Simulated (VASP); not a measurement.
# SiC2 (P-3m1) in VASP: a series of runs, part 2 of 2

VASP 6.6.1. The steps go on from the part before.

## 5. Single point, r2SCAN

File POSCAR:

```
SiC2
1.0
    2.9232701693      0.0000000000      0.0000000000
   -1.4616350847      2.5316262288      0.0000000000
    0.0000000000      0.0000000000      7.4136177446
C Si
4 2
Direct
    0.6666666667      0.3333333333      0.5367424683
    0.3333333333      0.6666666667      0.2555560122
    0.3333333333      0.6666666667      0.4632575317
    0.6666666667      0.3333333333      0.7444439878
    0.0000000000      0.0000000000      0.8389089478
    0.0000000000      0.0000000000      0.1610910522
```

File INCAR.step1:

```
ALGO = Normal ; EDIFF = 1E-4
ENCUT = 520 ; GGA = PE
ISMEAR = 0 ; LASPH = True
LCHARG = False ; LREAL = False
LWAVE = True ; NBANDS = 21
NELM = 60 ; PREC = Accurate
SIGMA = 0.01
```

File INCAR.step2:

```
ALGO = Normal ; EDIFF = 1E-7
ENCUT = 520 ; ISIF = 2
ISMEAR = 0 ; ISTART = 1
LASPH = True ; LCHARG = False
LMIXTAU = True ; LREAL = False
LWAVE = False ; METAGGA = R2SCAN
NBANDS = 21 ; NELM = 60
PREC = Accurate ; SIGMA = 0.01
```

File KPOINTS:

```
k-points
0
Gamma
  12 12 4
```

Potentials or basis: VASP PAW PBE potentials, release 64 (C, Si).

Run with:

```bash
$ cat potpaw_PBE.64/C/POTCAR potpaw_PBE.64/Si/POTCAR > POTCAR
$ cp INCAR.step1 INCAR
$ mpirun -np 1 vasp_std > vasp.out
$ cp INCAR.step2 INCAR
$ mpirun -np 1 vasp_std > vasp.out
```

OUTCAR:

```text
EDIFF = 1E-7
   ENCUT = 520
   ISIF = 2
   ISMEAR = 0
   ISTART = 1
   LASPH = True
   LREAL = False
   METAGGA = R2SCAN
   NELM = 60
   PREC = Accurate

 ion  position               nearest neighbor table
   1  0.667  0.333  0.537-   4 1.54   3 1.77   3 1.77   3 1.77
   2  0.333  0.667  0.256-   3 1.54   6 1.83   6 1.83   6 1.83
   3  0.333  0.667  0.463-   2 1.54   1 1.77   1 1.77   1 1.77
   4  0.667  0.333  0.744-   1 1.54   5 1.83   5 1.83   5 1.83
   5  0.000  0.000  0.839-   4 1.83   4 1.83   4 1.83   6 2.39
   6  0.000  0.000  0.161-   2 1.83   2 1.83   2 1.83   5 2.39

  LATTYP: Found a hexagonal cell.
 ALAT       =     2.9232701693
 C/A-ratio  =     2.5360699885

  Lattice vectors:

 A1 = (   2.9232701693,   0.0000000000,   0.0000000000)
 A2 = (  -1.4616350847,   2.5316262288,   0.0000000000)
 A3 = (   0.0000000000,   0.0000000000,   7.4136177446)

Analysis of symmetry for initial positions (statically):
=====================================================================
 Subroutine PRICEL returns:
 Original cell was already a primitive cell.

 Routine SETGRP: Setting up the symmetry group for a
 hexagonal supercell.

 Subroutine GETGRP returns: Found 12 space group operations
 (whereof 12 operations were pure point group operations)
 out of a pool of 24 trial point group operations.

The static configuration has the point symmetry D_3d.

Analysis of symmetry for dynamics (positions and initial velocities):
=====================================================================
 Subroutine PRICEL returns:
 Original cell was already a primitive cell.

 Routine SETGRP: Setting up the symmetry group for a
 hexagonal supercell.

 Subroutine GETGRP returns: Found 12 space group operations
 (whereof 12 operations were pure point group operations)
 out of a pool of 24 trial point group operations.

The dynamic configuration has the point symmetry D_3d.

 Subroutine INISYM returns: Found 12 space group operations
 (whereof 12 operations are pure point group operations),
 and found     1 'primitive' translations

----------------------------------------------------------------------------------------

                                     Primitive cell

  volume of cell :      54.8654

  direct lattice vectors                    reciprocal lattice vectors
     2.923270169  0.000000000  0.000000000     0.342082648  0.197501509  0.000000000
    -1.461635085  2.531626229  0.000000000     0.000000000  0.395003018  0.000000000
     0.000000000  0.000000000  7.413617745     0.000000000  0.000000000  0.134886911

  length of vectors
     2.923270169  2.923270169  7.413617745     0.395003018  0.395003018  0.134886911

  position of ions in fractional coordinates (direct lattice)
     0.666666667  0.333333333  0.536742468
     0.333333333  0.666666667  0.255556012
     0.333333333  0.666666667  0.463257532
     0.666666667  0.333333333  0.744443988
     0.000000000  0.000000000  0.838908948
     0.000000000  0.000000000  0.161091052

  ion indices of the primitive-cell ions
   primitive index   ion index
                 1           1
                 2           2
                 3           3
                 4           4
                 5           5
                 6           6
[... 29 lines left out ...]
  0.000000  0.000000  0.000000      1.000000
  0.083333 -0.000000  0.000000      6.000000
  0.166667 -0.000000  0.000000      6.000000
  0.250000  0.000000  0.000000      6.000000
  0.333333 -0.000000  0.000000      6.000000
  0.416667 -0.000000  0.000000      6.000000
[... 16 lines left out ...]
  0.166667 -0.000000  0.250000      6.000000
  0.000000  0.166667  0.250000      6.000000
 [... further k-points ...]
   k-points           NKPTS =     69   k-points in BZ     NKDIM =     69   number of bands    NBANDS=     21
   number of dos      NEDOS =    301   number of ions     NIONS =      6
   total plane-waves  NPLWV =  32256
   dimension x,y,z NGX =    24 NGY =   24 NGZ =   56
   dimension x,y,z NGXF=    48 NGYF=   48 NGZF=  112
   ions per type =               4   2
   NGX,Y,Z   is equivalent  to a cutoff of  13.65, 13.65, 12.56 a.u.
   NGXF,Y,Z  is equivalent  to a cutoff of  27.30, 27.30, 25.12 a.u.
 SYSTEM =  unknown system
   PREC   = accura    normal or accurate (medium, high low for compatibility)
   ISTART =      1    job   : 0-new  1-cont  2-samecut
   ICHARG =      0    charge: 1-file 2-atom 10-const
   ISPIN  =      1    spin polarized calculation?
   LNONCOLLINEAR =      F non collinear calculations
   LSORBIT =      F    spin-orbit coupling
   LASPH  =      T    aspherical Exc in radial PAW
   ENCUT  =  520.0 eV  38.22 Ry    6.18 a.u.   5.44  5.44 13.78*2*pi/ulx,y,z
   NELM   =     60;   NELMIN=  2; NELMDL=  0     # of ELM steps
   EDIFF  = 0.1E-06   stopping-criterion for ELM
   LREAL  =      F    real-space projection
   EDIFFG = 0.1E-05   stopping-criterion for IOM
   NSW    =      0    number of steps for IOM
   IBRION =     -1    ionic relax: 0-MD 1-quasi-New 2-CG
   NFREE  =      0    steps in history (QN), initial steepest desc. (CG)
   ISIF   =      2    stress and relaxation
   ISYM   =      2    0-nonsym 1-usesym 2-fastsym
   POTIM  = 0.5000    time-step for ionic-motion
   TEBEG  =    0.0;   TEEND  =   0.0 temperature during run
   PSTRESS=    0.0 pullay stress
   NELECT =      24.0000    total number of electrons
   NUPDOWN=      -1.0000    fix difference up-down
   EMIN   =  10.00;   EMAX   =-10.00  energy-range for DOS
   EFERMI =   0.00;   METHOD = LEGACY
   ISMEAR =     0;   SIGMA  =   0.01  broadening in eV -4-tet -1-fermi 0-gaus
   EFERMI_NEDOS =   21; number of points for ismear=-14 and -15
   IALGO  =     38    algorithm
   IMIX   =      4    mixing-type and parameters
     AMIX     =   0.40;   BMIX     =  1.00
     AMIX_MAG =   1.60;   BMIX_MAG =  1.00
  volume/ion in A,a.u.               =       9.14        61.71
  Fermi-wavevector in a.u.,A,eV,Ry     =   1.242736  2.348431 21.012751  1.544394
  Thomas-Fermi vector in A             =   2.377078
   LORBIT       =      0    0 simple, 1 ext, 2 COOP (PROOUT), +10 PAW based schemes
   METAGGA = R2SCAN    functional components
   LHFCALC =     F    Hartree Fock is set to
   AEXX    =    0.0000 exact exchange contribution
   IVDW    =     0    specifies the selected vdW correction
   LEPSILON=     F    determine dielectric tensor
   LRPA    =     F    only Hartree local field effects (RPA)
 non-spin polarized calculation
 Gauss-broadening in eV      SIGMA  =   0.01
  energy-cutoff  :      520.00
  volume of cell :       54.87
 maximum number of plane-waves:      1515
 NGX is ok and might be reduce to    24
   NGX = 11   NGY = 11   NGZ = 27

 number of electron      24.0000002 magnetization

 Free energy of the ion-electron system (eV)
  ---------------------------------------------------
  ext. energy  EPLUGINS =         0.00000000
  ---------------------------------------------------
  free energy    TOTEN  =       -54.78994854 eV

  energy without entropy =      -54.78994854  energy(sigma->0) =      -54.78994854

 E-fermi :   9.0735     XC(G=0): -12.2879

 val. band max:        8.9987513070   @ k =   0.0000   0.0000   0.0000
 cond. band min:       9.4960858324   @ k =   0.5000   0.0000   0.0000
 fundamental gap:      0.4973345254
 Fermi energy:         9.0734800627

 k-point     1 :       0.0000    0.0000    0.0000
  band No.  band energies     occupation
      1     -10.2514      2.00000
      2      -8.0069      2.00000
      3      -6.2534      2.00000
      4      -0.5891      2.00000
      5       0.9541      2.00000
      6       5.4523      2.00000
[... 565 lines left out ...]
     20      17.1258      0.00000
     21      17.8744      0.00000

 [... further k-points ...]

------------------------ aborting loop because EDIFF is reached ----------------------------------------

  FORCE on cell =-STRESS in cart. coord.  units (eV):
  Direction    XX          YY          ZZ          XY          YZ          ZX
  --------------------------------------------------------------------------------------
  -------------------------------------------------------------------------------------
  Total        0.0029608      0.0029608     -0.0131241     -0.0000000      0.0000000      0.0000000
  in kB        0.0864609      0.0864609     -0.3832486     -0.0000000      0.0000000      0.0000000
  external PRESSURE =      -0.0701089 kB  Pullay stress =       0.0000000 kB

 VOLUME and BASIS-vectors are now :
 -----------------------------------------------------------------------------
  energy-cutoff  :      520.00
  volume of cell :       54.87
      direct lattice vectors                 reciprocal lattice vectors
     2.923270169  0.000000000  0.000000000     0.342082648  0.197501509  0.000000000
    -1.461635085  2.531626229  0.000000000     0.000000000  0.395003018  0.000000000
     0.000000000  0.000000000  7.413617745     0.000000000  0.000000000  0.134886911

 POSITION                                       TOTAL-FORCE (eV/Angst)
 -----------------------------------------------------------------------------------
      1.46164      0.84388      3.97920         0.000000      0.000000     -0.023910
     -0.00000      1.68775      1.89459         0.000000      0.000000     -0.079732
     -0.00000      1.68775      3.43441         0.000000     -0.000000      0.023910
      1.46164      0.84388      5.51902         0.000000     -0.000000      0.079732
      0.00000      0.00000      6.21935        -0.000000     -0.000000     -0.012838
      0.00000      0.00000      1.19427        -0.000000      0.000000      0.012838
 -----------------------------------------------------------------------------------
    total drift:                                0.000000     -0.000000     -0.000000

  FREE ENERGIE OF THE ION-ELECTRON SYSTEM (eV)
  ---------------------------------------------------
  free  energy   TOTEN  =       -54.7899485449 eV

  energy  without entropy=      -54.7899485449  energy(sigma->0) =      -54.78994854
```

Wall time 3 min (1 thread of Intel Xeon Platinum 8559C (Emerald Rapids), shared host); peak memory 0.21 GiB.

Results:

- Free energy: -54.7899 eV
- Pressure: 0.0 GPa
- Largest force: 0.080 eV/Å
- Band gap on the k mesh: 0.50 eV (least direct gap 2.56 eV)

Forces on the atoms (eV/Å):
```
C    0.000  0.000 -0.024
C    0.000  0.000 -0.080
C    0.000  0.000  0.024
C    0.000  0.000  0.080
Si   0.000  0.000 -0.013
Si   0.000  0.000  0.013
```

Levels at points of the mesh, in eV from the valence-band top:
| k point | band 8 | band 9 | band 10 | band 11 | band 12 | band 13 | band 14 | band 15 | band 16 | band 17 |
| --- | --- | --- | --- | --- | --- | --- | --- | --- | --- | --- |
| (0.00, 0.00, 0.00) | -1.90 | -1.75 | -1.75 | 0.00 | 0.00 | 2.62 | 4.42 | 5.15 | 5.15 | 5.93 |
| (0.50, 0.00, 0.00) | -5.78 | -5.13 | -3.46 | -3.40 | -2.06 | 0.50 | 2.14 | 4.86 | 5.09 | 6.15 |
| (0.00, 0.00, 0.50) | -3.54 | -1.76 | -1.76 | -0.01 | -0.01 | 2.71 | 4.71 | 5.15 | 5.15 | 6.59 |
| (0.50, 0.00, 0.50) | -6.21 | -5.74 | -3.63 | -2.52 | -1.77 | 1.36 | 2.46 | 3.43 | 5.87 | 6.09 |

Caveat: the PAW data sets were made with another functional, which shifts forces and pressure a little.

## 6. Overview

| level | cell | smearing | gap on the mesh (eV) | pressure (GPa) | largest force (eV/Å) |
| --- | --- | --- | --- | --- | --- |
| PBE | a = 2.923, b = 2.923, c = 7.414 Å, angles 90.0, 90.0, 120.0°, 6 atoms | fermi-dirac 0.02 eV | 0.31 | 2.8 | 0.27 |
| PBE | a = 2.932, b = 2.932, c = 7.447 Å, angles 90.0, 90.0, 120.0°, 6 atoms | fermi-dirac 0.02 eV | 0.22 | 0.0 | 0.04 |
| r2SCAN | a = 2.923, b = 2.923, c = 7.414 Å, angles 90.0, 90.0, 120.0°, 6 atoms | fermi-dirac 0.02 eV | 0.50 | 0.0 | 0.08 |
| r2SCAN | a = 2.923, b = 2.923, c = 7.414 Å, angles 90.0, 90.0, 120.0°, 6 atoms | gaussian 0.01 eV | 0.50 | 0.0 | 0.08 |

Alike in all rows: task single point; potentials or basis VASP PAW PBE potentials, release 64 (C, Si); no spin polarisation; k mesh 12 × 12 × 4; cutoff (eV) 520.

On the cell as given the gap runs from 0.31 eV (PBE) to 0.50 eV (r2SCAN). The pressure there spans 0.0 GPa (r2SCAN) to 2.8 GPa (PBE); a positive pressure means that this level wants a larger cell, a negative one a smaller.

Caveats: the PAW data sets were made with another functional, which shifts forces and pressure a little (at least some runs).

Absolute energies hang on the potentials; compare differences alone.
